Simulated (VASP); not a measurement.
# BaTiO3 (x) (R3m) in VASP: single point with LDA

Aim: the single point of BaTiO3 (x) with LDA.

Everything below comes from runs of VASP 6.6.1. Logs are shortened: lines on timing, memory, paths and dates and some standing lists are left out, and cuts for length are marked.

### 1 The cell of the first run

Symmetry: R3m, No. 160, trigonal system. The conventional cell has a = 5.697 Å, b = 5.697 Å, c = 7.007 Å, α = 90.00°, β = 90.00°, γ = 120.00°. Within 3.6 Å of Ba (site symmetry 3m) lie 12 O at 2.76 to 2.96 Å and 8 Ti at 3.41 to 3.59 Å. Ti (site symmetry 3m) has 6 O at 1.86 to 2.19 Å within 2.5 Å. Within 2.5 Å of O (site symmetry m) lie 2 Ti at 1.86 to 2.19 Å.

### 2 Single point, LDA

INCAR

```
PREC = Accurate
ENCUT = 600
EDIFF = 1E-6
ISMEAR = 0
SIGMA = 0.02
LREAL = False
LASPH = True
NELM = 120
ALGO = Normal
ISIF = 2
LWAVE = False
LCHARG = True
GGA = CA
LELF = True
LVHAR = True
NBANDS = 28
GGA_COMPAT = False
```

KPOINTS

```
Automatic mesh
0
Gamma
  9 9 9
```

POSCAR

```
BaTiO3
1.0
    2.8482561221      1.6444414388      2.3355603300
   -2.8482561221      1.6444414388      2.3355603300
    0.0000000000     -3.2888828776      2.3355603300
Ba Ti O
1 1 3
Direct
    0.0039675820      0.0039675820      0.0039675820
    0.5170402589      0.5170402589      0.5170402589
    0.4870462501      0.9760006589      0.4870462501
    0.4870462501      0.4870462501      0.9760006589
    0.9760006589      0.4870462501      0.4870462501
```

Potentials or basis: VASP PAW LDA potentials, release 64 (Ba_sv, Ti_sv, O).

Command:

```sh
$ cat potpaw_LDA.64/Ba_sv/POTCAR potpaw_LDA.64/Ti_sv/POTCAR potpaw_LDA.64/O/POTCAR > POTCAR
$ mpirun -np 1 vasp_std > vasp.out
```

OUTCAR:

```text
PREC = Accurate
   ENCUT = 600
   EDIFF = 1E-6
   ISMEAR = 0
   LREAL = False
   LASPH = True
   NELM = 120
   ISIF = 2
   GGA = CA

 ion  position               nearest neighbor table
   1  0.004  0.004  0.004-   4 2.76   3 2.76   5 2.76   5 2.85   3 2.85   3 2.85   5 2.85   4 2.85
                             4 2.85   4 2.96   3 2.96   5 2.96   2 3.41   2 3.46   2 3.46   2 3.46
   2  0.517  0.517  0.517-   4 1.86   3 1.86   5 1.86   4 2.19   3 2.19   5 2.19   1 3.41   1 3.46
                             1 3.46   1 3.46   1 3.52   1 3.52   1 3.52   1 3.59
   3  0.487  0.976  0.487-   2 1.86   2 2.19   1 2.76   1 2.85   1 2.85   1 2.96
   4  0.487  0.487  0.976-   2 1.86   2 2.19   1 2.76   1 2.85   1 2.85   1 2.96
   5  0.976  0.487  0.487-   2 1.86   2 2.19   1 2.76   1 2.85   1 2.85   1 2.96

  LATTYP: Found a trigonal (rhomboedric) cell.
 ALAT       =     4.0338062221
 COS(alpha) =     0.0028556986

  Lattice vectors:

 A1 = (   2.8482561221,   1.6444414388,   2.3355603300)
 A2 = (  -2.8482561221,   1.6444414388,   2.3355603300)
 A3 = (   0.0000000000,  -3.2888828776,   2.3355603300)

Analysis of symmetry for initial positions (statically):
=====================================================================
 Subroutine PRICEL returns:
 Original cell was already a primitive cell.

 Routine SETGRP: Setting up the symmetry group for a
 trigonal (rhombohedral) supercell.

 Subroutine GETGRP returns: Found  6 space group operations
 (whereof  6 operations were pure point group operations)
 out of a pool of 12 trial point group operations.

The static configuration has the point symmetry C_3v.

Analysis of symmetry for dynamics (positions and initial velocities):
=====================================================================
 Subroutine PRICEL returns:
 Original cell was already a primitive cell.

 Routine SETGRP: Setting up the symmetry group for a
 trigonal (rhombohedral) supercell.

 Subroutine GETGRP returns: Found  6 space group operations
 (whereof  6 operations were pure point group operations)
 out of a pool of 12 trial point group operations.

The dynamic configuration has the point symmetry C_3v.

 Subroutine INISYM returns: Found  6 space group operations
 (whereof  6 operations are pure point group operations),
 and found     1 'primitive' translations

----------------------------------------------------------------------------------------

                                     Primitive cell

  volume of cell :      65.6357

  direct lattice vectors                    reciprocal lattice vectors
     2.848256122  1.644441439  2.335560330     0.175546011  0.101351537  0.142720926
    -2.848256122  1.644441439  2.335560330    -0.175546011  0.101351537  0.142720926
     0.000000000 -3.288882878  2.335560330     0.000000000 -0.202703073  0.142720926

  length of vectors
     4.033806222  4.033806222  4.033806222     0.247906835  0.247906835  0.247906835

  position of ions in fractional coordinates (direct lattice)
     0.003967582  0.003967582  0.003967582
     0.517040259  0.517040259  0.517040259
     0.487046250  0.976000659  0.487046250
     0.487046250  0.487046250  0.976000659
     0.976000659  0.487046250  0.487046250

  ion indices of the primitive-cell ions
   primitive index   ion index
                 1           1
                 2           2
                 3           3
                 4           4
                 5           5

----------------------------------------------------------------------------------------

 KPOINTS: Automatic mesh

Automatic generation of k-mesh.
 Grid dimensions read from file:
 generate k-points for:    9    9    9

 Generating k-lattice:

  Cartesian coordinates                     Fractional coordinates (reciprocal lattice)
     0.019505112  0.011261282  0.015857881     0.111111111  0.000000000  0.000000000
    -0.019505112  0.011261282  0.015857881     0.000000000  0.111111111  0.000000000
     0.000000000 -0.022522564  0.015857881     0.000000000  0.000000000  0.111111111

  Length of vectors
     0.027545204  0.027545204  0.027545204

  Shift w.r.t. Gamma in fractional coordinates (k-lattice)
     0.000000000  0.000000000  0.000000000

 Subroutine IBZKPT returns following result:
 ===========================================

 Found     85 irreducible k-points:

 Following reciprocal coordinates:
            Coordinates               Weight
  0.000000  0.000000  0.000000      1.000000
  0.111111 -0.000000  0.000000      6.000000
  0.222222  0.000000 -0.000000      6.000000
  0.333333 -0.000000 -0.000000      6.000000
  0.444444  0.000000 -0.000000      6.000000
  0.111111  0.111111  0.000000      6.000000
[... 16 lines left out ...]
 -0.333333  0.333333  0.000000      6.000000
  0.444444  0.444444  0.000000      6.000000
 [... further k-points ...]
   k-points           NKPTS =     85   k-points in BZ     NKDIM =     85   number of bands    NBANDS=     28
   number of dos      NEDOS =    301   number of ions     NIONS =      5
   total plane-waves  NPLWV =  32768
   dimension x,y,z NGX =    32 NGY =   32 NGZ =   32
   dimension x,y,z NGXF=    64 NGYF=   64 NGZF=   64
   ions per type =               1   1   3
   NGX,Y,Z   is equivalent  to a cutoff of  13.19, 13.19, 13.19 a.u.
   NGXF,Y,Z  is equivalent  to a cutoff of  26.38, 26.38, 26.38 a.u.
 SYSTEM =  unknown system
   PREC   = accura    normal or accurate (medium, high low for compatibility)
   ISTART =      0    job   : 0-new  1-cont  2-samecut
   ICHARG =      2    charge: 1-file 2-atom 10-const
   ISPIN  =      1    spin polarized calculation?
   LNONCOLLINEAR =      F non collinear calculations
   LSORBIT =      F    spin-orbit coupling
   LASPH  =      T    aspherical Exc in radial PAW
   ENCUT  =  600.0 eV  44.10 Ry    6.64 a.u.   8.06  8.06  8.06*2*pi/ulx,y,z
   NELM   =    120;   NELMIN=  2; NELMDL= -5     # of ELM steps
   EDIFF  = 0.1E-05   stopping-criterion for ELM
   LREAL  =      F    real-space projection
   EDIFFG = 0.1E-04   stopping-criterion for IOM
   NSW    =      0    number of steps for IOM
   IBRION =     -1    ionic relax: 0-MD 1-quasi-New 2-CG
   NFREE  =      0    steps in history (QN), initial steepest desc. (CG)
   ISIF   =      2    stress and relaxation
   ISYM   =      2    0-nonsym 1-usesym 2-fastsym
   POTIM  = 0.5000    time-step for ionic-motion
   TEBEG  =    0.0;   TEEND  =   0.0 temperature during run
   PSTRESS=    0.0 pullay stress
   NELECT =      40.0000    total number of electrons
   NUPDOWN=      -1.0000    fix difference up-down
   EMIN   =  10.00;   EMAX   =-10.00  energy-range for DOS
   EFERMI =   0.00;   METHOD = LEGACY
   ISMEAR =     0;   SIGMA  =   0.02  broadening in eV -4-tet -1-fermi 0-gaus
   EFERMI_NEDOS =   21; number of points for ismear=-14 and -15
   IALGO  =     38    algorithm
   IMIX   =      4    mixing-type and parameters
     AMIX     =   0.40;   BMIX     =  1.00
     AMIX_MAG =   1.60;   BMIX_MAG =  1.00
  volume/ion in A,a.u.               =      13.13        88.59
  Fermi-wavevector in a.u.,A,eV,Ry     =   1.387975  2.622892 26.211269  1.926474
  Thomas-Fermi vector in A             =   2.512145
   LORBIT       =      0    0 simple, 1 ext, 2 COOP (PROOUT), +10 PAW based schemes
   GGA     = CA    functional components
   LHFCALC =     F    Hartree Fock is set to
   AEXX    =    0.0000 exact exchange contribution
   IVDW    =     0    specifies the selected vdW correction
   LEPSILON=     F    determine dielectric tensor
   LRPA    =     F    only Hartree local field effects (RPA)
 non-spin polarized calculation
 Gauss-broadening in eV      SIGMA  =   0.02
  energy-cutoff  :      600.00
  volume of cell :       65.64
 maximum number of plane-waves:      2230
   NGX = 17   NGY = 17   NGZ = 17

 number of electron      40.0000000 magnetization

 Free energy of the ion-electron system (eV)
  ---------------------------------------------------
  ext. energy  EPLUGINS =         0.00000000
  ---------------------------------------------------
  free energy    TOTEN  =       -44.10180683 eV

  energy without entropy =      -44.10180683  energy(sigma->0) =      -44.10180683

 E-fermi :   3.3148     XC(G=0): -11.5939

 val. band max:        3.2229244297   @ k =   0.4444   0.4444   0.4444
 cond. band min:       5.7888960758   @ k =   0.1111  -0.0000   0.0000
 fundamental gap:      2.5659716461
 Fermi energy:         3.3147642717

 k-point     1 :       0.0000    0.0000    0.0000
  band No.  band energies     occupation
      1     -52.2281      2.00000
      2     -28.8979      2.00000
      3     -28.8979      2.00000
      4     -28.8874      2.00000
      5     -21.4279      2.00000
      6     -13.1810      2.00000
[... 20 lines left out ...]
     27       8.1863      0.00000
     28      10.1834      0.00000

 k-point     2 :       0.1111   -0.0000    0.0000
  band No.  band energies     occupation
      1     -52.2280      2.00000
      2     -28.9024      2.00000
      3     -28.8977      2.00000
      4     -28.8885      2.00000
      5     -21.4155      2.00000
      6     -13.1860      2.00000
[... 20 lines left out ...]
     27       8.4217      0.00000
     28      10.4802      0.00000

 k-point     3 :       0.2222    0.0000   -0.0000
  band No.  band energies     occupation
      1     -52.2277      2.00000
      2     -28.9160      2.00000
      3     -28.8971      2.00000
      4     -28.8890      2.00000
      5     -21.3836      2.00000
      6     -13.2294      2.00000
[... 20 lines left out ...]
     27       9.0576      0.00000
     28      11.2898      0.00000

 k-point     4 :       0.3333   -0.0000   -0.0000
  band No.  band energies     occupation
      1     -52.2273      2.00000
      2     -28.9323      2.00000
      3     -28.8965      2.00000
      4     -28.8887      2.00000
      5     -21.3469      2.00000
      6     -13.3169      2.00000
[... 578 lines left out ...]
     27      11.3311      0.00000
     28      12.4407      0.00000

 k-point    23 :      -0.3333    0.3333    0.0000
  band No.  band energies     occupation
      1     -52.2266      2.00000
      2     -28.9335      2.00000
      3     -28.9259      2.00000
      4     -28.8906      2.00000
      5     -21.2868      2.00000
      6     -13.0496      2.00000
[... 20 lines left out ...]
     27      11.4032      0.00000
     28      11.8472      0.00000

 k-point    24 :       0.4444    0.4444    0.0000
  band No.  band energies     occupation
      1     -52.2262      2.00000
      2     -28.9427      2.00000
      3     -28.9360      2.00000
      4     -28.8900      2.00000
      5     -21.2534      2.00000
      6     -12.8525      2.00000
[... 20 lines left out ...]
     27      11.2269      0.00000
     28      12.8231      0.00000

 [... further k-points ...]
[... 5 lines left out ...]
  --------------------------------------------------------------------------------------
  -------------------------------------------------------------------------------------
  Total       -2.4522996     -2.4522996     -2.2495728     -0.0000000     -0.0000000      0.0000000
  in kB      -59.8610482    -59.8610482    -54.9124521     -0.0000000     -0.0000000      0.0000000
  external PRESSURE =     -58.2115161 kB  Pullay stress =       0.0000000 kB

 VOLUME and BASIS-vectors are now :
 -----------------------------------------------------------------------------
  energy-cutoff  :      600.00
  volume of cell :       65.64
      direct lattice vectors                 reciprocal lattice vectors
     2.848256122  1.644441439  2.335560330     0.175546011  0.101351537  0.142720926
    -2.848256122  1.644441439  2.335560330    -0.175546011  0.101351537  0.142720926
     0.000000000 -3.288882878  2.335560330     0.000000000 -0.202703073  0.142720926

 POSITION                                       TOTAL-FORCE (eV/Angst)
 -----------------------------------------------------------------------------------
      0.00000      0.00000      0.02780         0.000000     -0.000000     -0.052617
      0.00000      0.00000      3.62274         0.000000      0.000000     -0.129495
     -1.39267      0.80406      4.55456        -0.047005      0.027139      0.060704
      0.00000     -1.60811      4.55456         0.000000     -0.054277      0.060704
      1.39267      0.80406      4.55456         0.047005      0.027139      0.060704
 -----------------------------------------------------------------------------------
    total drift:                               -0.000000     -0.000000     -0.000201

  FREE ENERGIE OF THE ION-ELECTRON SYSTEM (eV)
  ---------------------------------------------------
  free  energy   TOTEN  =       -44.1018068276 eV

  energy  without entropy=      -44.1018068276  energy(sigma->0) =      -44.10180683
```

It took 4.3 min on 1 thread of Intel Xeon 8259CL, shared host; peak memory 0.3 GiB.

Results:

```yaml
Free_energy: -44.1018 eV
Pressure: -5.8 GPa
Largest_force: 0.129 eV/Å
Band_gap_on_the_k_mesh: 2.57 eV, indirect (least direct gap 3.01 eV)
```

Forces in eV/Å, atoms in the order of the input:
```
Ba   0.000  0.000 -0.053
Ti   0.000  0.000 -0.129
O   -0.047  0.027  0.061
O    0.000 -0.054  0.061
O    0.047  0.027  0.061
```

Stress tensor (GPa, compression positive):
```
-5.99  0.00  0.00
 0.00 -5.99  0.00
 0.00  0.00 -5.49
```

Caveat: spin-orbit coupling is left out, which moves the levels of the heavy elements.
